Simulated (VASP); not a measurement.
# TiN (Fm-3m) in VASP: notebook

Runs on TiN. Level: PBEsol. Tasks: relaxation of cell and atoms.

Program: VASP 6.6.1. These are calculated values, not measurements. Logs are shortened: lines on timing, memory, paths and dates and some standing lists are left out, and cuts for length are marked.

### 1 The cell of the first run

The structure is cubic, space group Fm-3m (No. 225). Conventional cell: a = 4.205 Å, b = 4.205 Å, c = 4.205 Å, α = 90.00°, β = 90.00°, γ = 90.00°. Within 2.8 Å of Ti (site symmetry m-3m) lie 6 N at 2.10 Å. N (site symmetry m-3m) has 6 Ti at 2.10 Å within 2.8 Å.

### 2 Relaxation of cell and atoms, PBEsol, target pressure 7 GPa, at which the enthalpy is minimised

INCAR

```
SYSTEM = TiN
  PREC = Accurate
  ENCUT = 600
  EDIFF = 1E-6
  ISMEAR = -1
  SIGMA = 0.1
  LREAL = .FALSE.
  LASPH = .TRUE.
  NELM = 100
  ALGO = Normal
  ISIF = 3
  LWAVE = .FALSE.
  LCHARG = .FALSE.
  GGA = PS
  IBRION = 2
  NSW = 100
  EDIFFG = -0.002
  PSTRESS = 70.0
```

KPOINTS

```
Automatic mesh
0
G
  20 20 20
  0 0 0
```

POSCAR

```
TiN
1.0
    0.0000000000      2.1022534160      2.1022534160
    2.1022534160      0.0000000000      2.1022534160
    2.1022534160      2.1022534160      0.0000000000
Ti N
1 1
Direct
    0.0000000000      0.0000000000      0.0000000000
    0.5000000000      0.5000000000      0.5000000000
```

Potentials or basis: VASP PAW PBE potentials, release 64 (Ti_sv, N).

Run with:

```sh
$ cat potpaw_PBE.64/Ti_sv/POTCAR potpaw_PBE.64/N/POTCAR > POTCAR
$ mpirun -np 1 vasp_std > vasp.out
```

OUTCAR:

```text
SYSTEM = TiN
   PREC = Accurate
   ENCUT = 600
   EDIFF = 1E-6
   ISMEAR = -1
   LREAL = .FALSE.
   LASPH = .TRUE.
   NELM = 100
   ISIF = 3
   GGA = PS
   IBRION = 2
   NSW = 100
   EDIFFG = -0.002
   PSTRESS = 70.0

 ion  position               nearest neighbor table
   1  0.000  0.000  0.000-   2 2.10   2 2.10   2 2.10   2 2.10   2 2.10   2 2.10
   2  0.500  0.500  0.500-   1 2.10   1 2.10   1 2.10   1 2.10   1 2.10   1 2.10

  LATTYP: Found a face centered cubic cell.
 ALAT       =     4.2045068320

  Lattice vectors:

 A1 = (   0.0000000000,   2.1022534160,   2.1022534160)
 A2 = (   2.1022534160,   0.0000000000,   2.1022534160)
 A3 = (   2.1022534160,   2.1022534160,   0.0000000000)

Analysis of symmetry for initial positions (statically):
=====================================================================
 Subroutine PRICEL returns:
 Original cell was already a primitive cell.

 Routine SETGRP: Setting up the symmetry group for a
 face centered cubic supercell.

 Subroutine GETGRP returns: Found 48 space group operations
 (whereof 48 operations were pure point group operations)
 out of a pool of 48 trial point group operations.

The static configuration has the point symmetry O_h .

Analysis of symmetry for dynamics (positions and initial velocities):
=====================================================================
 Subroutine PRICEL returns:
 Original cell was already a primitive cell.

 Routine SETGRP: Setting up the symmetry group for a
 face centered cubic supercell.

 Subroutine GETGRP returns: Found 48 space group operations
 (whereof 48 operations were pure point group operations)
 out of a pool of 48 trial point group operations.

The dynamic configuration has the point symmetry O_h .

 Subroutine INISYM returns: Found 48 space group operations
 (whereof 48 operations are pure point group operations),
 and found     1 'primitive' translations

----------------------------------------------------------------------------------------

                                     Primitive cell

  volume of cell :      18.5817

  direct lattice vectors                    reciprocal lattice vectors
     0.000000000  2.102253416  2.102253416    -0.237840023  0.237840023  0.237840023
     2.102253416  0.000000000  2.102253416     0.237840023 -0.237840023  0.237840023
     2.102253416  2.102253416  0.000000000     0.237840023  0.237840023 -0.237840023

  length of vectors
     2.973035292  2.973035292  2.973035292     0.411951003  0.411951003  0.411951003

  position of ions in fractional coordinates (direct lattice)
     0.000000000  0.000000000  0.000000000
     0.500000000  0.500000000  0.500000000

  ion indices of the primitive-cell ions
   primitive index   ion index
                 1           1
                 2           2

----------------------------------------------------------------------------------------

 KPOINTS: Automatic mesh

Automatic generation of k-mesh.
 Grid dimensions read from file:
 generate k-points for:   20   20   20

 Generating k-lattice:

  Cartesian coordinates                     Fractional coordinates (reciprocal lattice)
    -0.011892001  0.011892001  0.011892001     0.050000000  0.000000000  0.000000000
     0.011892001 -0.011892001  0.011892001     0.000000000  0.050000000  0.000000000
     0.011892001  0.011892001 -0.011892001     0.000000000  0.000000000  0.050000000

  Length of vectors
     0.020597550  0.020597550  0.020597550

  Shift w.r.t. Gamma in fractional coordinates (k-lattice)
     0.000000000  0.000000000  0.000000000

 Subroutine IBZKPT returns following result:
 ===========================================

 Found    256 irreducible k-points:

 Following reciprocal coordinates:
            Coordinates               Weight
  0.000000  0.000000  0.000000      1.000000
  0.050000  0.000000  0.000000      8.000000
  0.100000  0.000000  0.000000      8.000000
  0.150000  0.000000  0.000000      8.000000
  0.200000  0.000000  0.000000      8.000000
  0.250000  0.000000  0.000000      8.000000
[... 16 lines left out ...]
 -0.400000  0.050000  0.000000     24.000000
 -0.350000  0.050000  0.000000     24.000000
 [... further k-points ...]
   k-points           NKPTS =    256   k-points in BZ     NKDIM =    256   number of bands    NBANDS=     12
   number of dos      NEDOS =    301   number of ions     NIONS =      2
   total plane-waves  NPLWV =  13824
   dimension x,y,z NGX =    24 NGY =   24 NGZ =   24
   dimension x,y,z NGXF=    48 NGYF=   48 NGZF=   48
   ions per type =               1   1
   NGX,Y,Z   is equivalent  to a cutoff of  13.42, 13.42, 13.42 a.u.
   NGXF,Y,Z  is equivalent  to a cutoff of  26.84, 26.84, 26.84 a.u.
 SYSTEM =  TiN
   PREC   = accura    normal or accurate (medium, high low for compatibility)
   ISTART =      0    job   : 0-new  1-cont  2-samecut
   ICHARG =      2    charge: 1-file 2-atom 10-const
   ISPIN  =      1    spin polarized calculation?
   LNONCOLLINEAR =      F non collinear calculations
   LSORBIT =      F    spin-orbit coupling
   LASPH  =      T    aspherical Exc in radial PAW
   ENCUT  =  600.0 eV  44.10 Ry    6.64 a.u.   5.94  5.94  5.94*2*pi/ulx,y,z
   NELM   =    100;   NELMIN=  2; NELMDL= -5     # of ELM steps
   EDIFF  = 0.1E-05   stopping-criterion for ELM
   LREAL  =      F    real-space projection
   EDIFFG = -.2E-02   stopping-criterion for IOM
   NSW    =    100    number of steps for IOM
   IBRION =      2    ionic relax: 0-MD 1-quasi-New 2-CG
   NFREE  =      1    steps in history (QN), initial steepest desc. (CG)
   ISIF   =      3    stress and relaxation
   ISYM   =      2    0-nonsym 1-usesym 2-fastsym
   POTIM  = 0.5000    time-step for ionic-motion
   TEBEG  =    0.0;   TEEND  =   0.0 temperature during run
   PSTRESS=   70.0 pullay stress
   NELECT =      17.0000    total number of electrons
   NUPDOWN=      -1.0000    fix difference up-down
   EMIN   =  10.00;   EMAX   =-10.00  energy-range for DOS
   EFERMI =   0.00;   METHOD = LEGACY
   ISMEAR =    -1;   SIGMA  =   0.10  broadening in eV -4-tet -1-fermi 0-gaus
   EFERMI_NEDOS =   21; number of points for ismear=-14 and -15
   IALGO  =     38    algorithm
   IMIX   =      4    mixing-type and parameters
     AMIX     =   0.40;   BMIX     =  1.00
     AMIX_MAG =   1.60;   BMIX_MAG =  1.00
  volume/ion in A,a.u.               =       9.29        62.70
  Fermi-wavevector in a.u.,A,eV,Ry     =   1.589264  3.003274 34.365056  2.525760
  Thomas-Fermi vector in A             =   2.688140
   LORBIT       =      0    0 simple, 1 ext, 2 COOP (PROOUT), +10 PAW based schemes
   GGA     = PS    functional components
   LHFCALC =     F    Hartree Fock is set to
   AEXX    =    0.0000 exact exchange contribution
   IVDW    =     0    specifies the selected vdW correction
   LEPSILON=     F    determine dielectric tensor
   LRPA    =     F    only Hartree local field effects (RPA)
 conjugate gradient relaxation of ions
 non-spin polarized calculation
  energy-cutoff  :      600.00
  volume of cell :       18.58
 maximum number of plane-waves:       636
   NGX = 11   NGY = 11   NGZ = 11

--------------------------------------- Ionic step        1  -------------------------------------------

 number of electron      16.9999998 magnetization

 Free energy of the ion-electron system (eV)
  ---------------------------------------------------
  ext. energy  EPLUGINS =         0.00000000
  ---------------------------------------------------
  free energy    TOTEN  =       -20.79562375 eV

  energy without entropy =      -20.76964103  energy(sigma->0) =      -20.78263239

------------------------ aborting loop because EDIFF is reached ----------------------------------------

  FORCE on cell =-STRESS in cart. coord.  units (eV):
  Direction    XX          YY          ZZ          XY          YZ          ZX
  --------------------------------------------------------------------------------------
  -------------------------------------------------------------------------------------
  Total        0.0368869      0.0368869      0.0368869      0.0000000     -0.0000000     -0.0000000
  in kB        3.1805166      3.1805166      3.1805166      0.0000000     -0.0000000     -0.0000000
  external PRESSURE =     -66.8194834 kB  Pullay stress =      70.0000000 kB
[... 99 lines left out ...]
  enthalpy is  TOTEN    =       -19.9919790761 eV   P V=        0.7950384159

--------------------------------------- Ionic step        4  -------------------------------------------

 number of electron      16.9999997 magnetization

 Free energy of the ion-electron system (eV)
  ---------------------------------------------------
  ext. energy  EPLUGINS =         0.00000000
  ---------------------------------------------------
  free energy    TOTEN  =       -20.78668338 eV

  energy without entropy =      -20.76154425  energy(sigma->0) =      -20.77411382

 E-fermi :  11.9615     XC(G=0): -13.4887

 val. band max:       11.9525384628   @ k =  -0.1500   0.2000   0.0500
 cond. band min:      11.9654938291   @ k =   0.2500   0.0500   0.0000
 fundamental gap:      0.0129553662
 Fermi energy:        11.9614682711

 k-point     1 :       0.0000    0.0000    0.0000
  band No.  band energies     occupation
      1     -45.5696      2.00000
      2     -21.6117      2.00000
      3     -21.6117      2.00000
      4     -21.6117      2.00000
      5      -5.3643      2.00000
      6       9.8893      2.00000
      7       9.8893      2.00000
      8       9.8893      2.00000
      9      11.2940      1.99748
     10      11.2940      1.99748
     11      11.2940      1.99748
     12      12.5858      0.00388
[... 331 lines left out ...]
 k-point    24 :      -0.3500    0.0500    0.0000
  band No.  band energies     occupation
      1     -45.4654      2.00000
      2     -22.2680      2.00000
      3     -21.6880      2.00000
      4     -21.6607      2.00000
      5      -3.2255      2.00000
      6       4.4700      2.00000
      7       6.5137      2.00000
      8       6.6706      2.00000
      9      13.1775      0.00001
     10      13.3037      0.00000
     11      13.8765      0.00000
     12      16.9493      0.00000

 [... further k-points ...]

------------------------ aborting loop because EDIFF is reached ----------------------------------------

  FORCE on cell =-STRESS in cart. coord.  units (eV):
  Direction    XX          YY          ZZ          XY          YZ          ZX
  --------------------------------------------------------------------------------------
  -------------------------------------------------------------------------------------
  Total        0.7950870      0.7950870      0.7950870      0.0000000     -0.0000000      0.0000000
  in kB       70.0336791     70.0336791     70.0336791      0.0000000     -0.0000000      0.0000000
  external PRESSURE =       0.0336791 kB  Pullay stress =      70.0000000 kB
[... 17 lines left out ...]
  FREE ENERGIE OF THE ION-ELECTRON SYSTEM (eV)
  ---------------------------------------------------
  free  energy   TOTEN  =       -20.7866833817 eV

  energy  without entropy=      -20.7615442492  energy(sigma->0) =      -20.77411382

  enthalpy is  TOTEN    =       -19.9919786926 eV   P V=        0.7947046890

 reached required accuracy - stopping structural energy minimisation
```

It took 2.3 min on 1 thread of Intel Xeon Platinum 8259CL at 2.50GHz (Skylake/Cascade Lake), shared host; peak memory 0.21 GiB.

What came out:

```
Free energy                                                : -20.7867 eV
Relaxed volume                                             : 9.09 Å³/atom
Relaxed cell                                               : a = 2.952 Å, b = 2.952 Å, c = 2.952 Å, α = 60.00°, β = 60.00°, γ = 60.00°
Space group after relaxing (to 0.1 Å)                      : Fm-3m (No. 225)
Energy change on relaxing (the run minimises the enthalpy) : +4.5 meV/atom
Ionic steps                                                : 4
Pressure after relaxing                                    : 7.0 GPa
Band gap on the k mesh                                     : zero (an odd number of electrons rules out a gap without spin polarisation)
```

The path:
```
step  energy change (eV)  largest force (eV/Å)  pressure (GPa)  volume (Å³)
   1              0.0000                0.0000            0.32        18.58
   2              0.0604                0.0000           19.45        17.56
   3              0.0086                0.0000            6.93        18.20
   4              0.0089                0.0000            7.00        18.19
```

Final structure:
```
Ti N
1.0
     0.00000    2.08735    2.08735
     2.08735    0.00000    2.08735
     2.08735    2.08735    0.00000
Ti N
1 1
Direct
  0.00000 0.00000 0.00000
  0.50000 0.50000 0.50000
```

Caveat: the cell is relaxed towards a set pressure, so the run minimises the enthalpy, not the energy; the PAW data sets were made with another functional, which shifts forces and pressure a little; an odd number of electrons without spin polarisation forces a metal; a magnetic or distorted state may lie lower.

(Part 1 of 2 ends here.)
